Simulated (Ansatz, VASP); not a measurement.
**Two plane-wave programs on Li2S**

The input INCAR:

```
PREC = Accurate
ENCUT = 750
EDIFF = 1E-6
ISMEAR = 0
SIGMA = 0.1
LREAL = False
LASPH = True
NELM = 120
ALGO = Normal
ISIF = 2
LWAVE = False
LCHARG = True
GGA = PE
IVDW = 12
LELF = True
LVHAR = True
NBANDS = 13
GGA_COMPAT = False
```

The input KPOINTS:

```
Automatic mesh
0
Gamma
  6 6 6
```

File POSCAR:

```
Li2S
1.0
    0.0000000000      2.8351678400      2.8351678400
    2.8351678400      0.0000000000      2.8351678400
    2.8351678400      2.8351678400      0.0000000000
Li S
2 1
Direct
    0.7500000000      0.7500000000      0.7500000000
    0.2500000000      0.2500000000      0.2500000000
    0.0000000000      0.0000000000      0.0000000000
```

Input for Ansatz:

```yaml
crystal:
  lattice:
    - [0.0, 2.83516784, 2.83516784]
    - [2.83516784, 0.0, 2.83516784]
    - [2.83516784, 2.83516784, 0.0]
  atoms:
    - { symbol: Li, position: [0.75, 0.75, 0.75] }
    - { symbol: Li, position: [0.25, 0.25, 0.25] }
    - { symbol: S, position: [0.0, 0.0, 0.0] }
basis:
  ecutwfc: 420
kpoints:
  mp_grid: { grid: [6, 6, 6] }
hamiltonian:
  xc: pbe
  dispersion: d3bj
  pseudopotentials: { kind: paw, azcp: { folder: soft_1 } }
scf:
  occupations: { method: gaussian, width: 0.1 }
output:
  forces: true
  stress: true
  eigenvalues: true
```

Alike in both runs: task single point; functional PBE; dispersion D3(BJ); k mesh 6 × 6 × 6; occupations gaussian, width 0.1 eV; no spin polarisation.

```csv
,VASP,Ansatz
version,VASP 6.6.1,Ansatz 0.2.0
potentials or method,"VASP PAW PBE potentials, release 64 (Li_sv, S), cutoff 750 eV","scalar-relativistic, plane waves, PAW"
valence electrons in the cell,12,12
```

```tsv
	VASP	Ansatz	Ansatz less VASP
gap on the k mesh at the Fermi level (eV)	3.38	3.38	+0.001
least direct gap on the mesh (eV)	4.34	4.34	-0.003
pressure (GPa)	-2.4	-2.2	+0.14
```
